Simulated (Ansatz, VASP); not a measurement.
C in VASP and in Ansatz

```
CELL_PARAMETERS angstrom
1.23248 0.71157 3.36094
-1.23248 0.71157 3.36094
0.00000 -1.42315 3.36094
ATOMIC_POSITIONS crystal
C 0.16188 0.16188 0.16188
C 0.83812 0.83812 0.83812
```

Change from the starting cell: mode 4 frozen in at -0.048 Å and mode 6 at +0.000 Å (largest displacements).

Alike in both runs: task single point; functional PBE; dispersion D3(BJ); k mesh 15 × 15 × 15; occupations gaussian, width 0.05 eV; no spin polarisation.

|  | VASP | Ansatz |
| --- | --- | --- |
| version | VASP 6.6.1 | Ansatz 0.2.0 |
| potentials or method | VASP PAW PBE potentials, release 64 (C), cutoff 520 eV | scalar-relativistic, plane waves, PAW |
| valence electrons in the cell | 8 | 8 |

```csv
,VASP,Ansatz,Ansatz less VASP
gap on the k mesh at the Fermi level (eV),0.81,0.81,0.000
least direct gap on the mesh (eV),0.81,0.81,0.000
pressure (GPa),-0.1,-0.6,-0.46
"traceless stress, the component that is largest in VASP (GPa)",-1.60,-1.07,+0.529
rms of the force components (eV/Å),0.906,0.910,+0.0035
```

Atom by atom the forces differ by 0.004 eV/Å (rms over components).
